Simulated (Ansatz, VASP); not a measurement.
Sn: VASP beside Ansatz

```
Sn
1.0
     3.36184    0.00000    0.00000
    -1.68092    2.91144    0.00000
     0.00000    0.00000   11.06962
Sn
4
Direct
  0.00000 0.00000 0.00000
  0.00000 0.00000 0.50000
  0.33333 0.66667 0.25000
  0.66667 0.33333 0.75000
```

Alike in both runs: task single point; functional BLYP; k mesh 12 × 12 × 3; occupations fermi-dirac, width 0.1 eV; no spin polarisation.

```csv
,VASP,Ansatz
version,VASP 6.6.1,Ansatz 0.2.0
potentials or method,"VASP PAW PBE potentials, release 64 (Sn_d), cutoff 520 eV","plane waves (420 eV) with PAW, scalar-relativistic"
valence electrons in the cell,56,56
```

```tsv
	VASP	Ansatz	Ansatz less VASP
pressure (GPa)	6.2	6.2	0.00
traceless stress, the component that is largest in VASP (GPa)	-0.44	-0.44	-0.003
```

VASP's potentials were made for PBE, not for BLYP. The functional is the same, so the differences come from potentials, cutoffs and numerics.
